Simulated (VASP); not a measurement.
A run of VASP 6.6.1 is set up as follows.

The input INCAR:

```
PREC = Accurate ; ENCUT = 520
EDIFF = 1E-6 ; ISMEAR = 0
SIGMA = 0.05 ; LREAL = F
LASPH = T ; NELM = 80
ALGO = Normal ; ISIF = 2
LWAVE = F ; LCHARG = T
LELF = T ; LVHAR = T
NBANDS = 35
```

The input KPOINTS:

```
Automatic mesh
0
Gamma
  10 10 10
```

The input POSCAR:

```
SnO2
1.0
   -1.9109133453      1.9109133453      4.6114160849
    1.9109133453     -1.9109133453      4.6114160849
    1.9109133453      1.9109133453     -4.6114160849
Sn O
2 4
Direct
    0.7500000000      0.2500000000      0.5000000000
    0.0000000000      0.0000000000      0.0000000000
    0.7828755422      0.7828755422      0.0000000000
    0.9671244578      0.4671244578      0.5000000000
    0.2171244578      0.2171244578      0.0000000000
    0.5328755422      0.0328755422      0.5000000000
```

Potentials or basis: VASP PAW LDA potentials, release 64 (Sn_d, O).

Run with:

```bash
$ cat potpaw_LDA.64/Sn_d/POTCAR potpaw_LDA.64/O/POTCAR > POTCAR
$ mpirun -np 1 vasp_std > vasp.out
```

Question: Predict the largest force.

Answer: 0.070 eV/Å.

Question: What does it give for the pressure?

Answer: 40.8 GPa.

Question: Predict the band gap on the k mesh.

Answer: 3.22 eV (least direct gap 4.17 eV).

Stress tensor (GPa, compression positive):
```
42.48  0.00  0.00
 0.00 42.48  0.00
 0.00  0.00 37.35
```

Caveat: the stress differs along the axes, from 37 to 42 GPa; spin-orbit coupling is left out, which moves the levels of the heavy elements. A k mesh can miss the band edges.
